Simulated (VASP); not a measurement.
Runs of VASP 6.6.1 on BaTe. Symmetry: Fm-3m, No. 225, cubic system. Conventional cell: a = 7.065 Å, b = 7.065 Å, c = 7.065 Å, α = 90.00°, β = 90.00°, γ = 90.00°. Ba (site symmetry m-3m) has 6 Te at 3.53 Å within 4.6 Å. Within 4.6 Å of Te (site symmetry m-3m) lie 6 Ba at 3.53 Å. 

```csv
level,potentials or basis,k mesh,gap on the mesh (eV),pressure (GPa)
r2SCAN,"VASP PAW PBE potentials, release 64 (Ba_sv, Te)",4 × 4 × 4,(a),0.3
PBE,"VASP PAW PBE potentials, release 64 (Ba_sv, Te)",4 × 4 × 4,1.57,(b)
LDA,"VASP PAW LDA potentials, release 64 (Ba_sv, Te)",4 × 4 × 4,1.44,-2.1
PBE,"VASP PAW PBE potentials, release 64 (Ba_sv, Te)",6 × 6 × 6,1.58,0.3
```

Alike in all rows: task single point; no spin polarisation; cell as given; cutoff (eV) 520; smearing gaussian 0.01 eV.

Estimate the missing entries.

(a) 1.93; (b) 0.4.

Caveats: spin-orbit coupling is left out, which moves the levels of the heavy elements; the PAW data sets were made with another functional, which shifts forces and pressure a little (some runs).

A k mesh can miss the band edges, and the runs leave out spin-orbit coupling on Ba, Te.
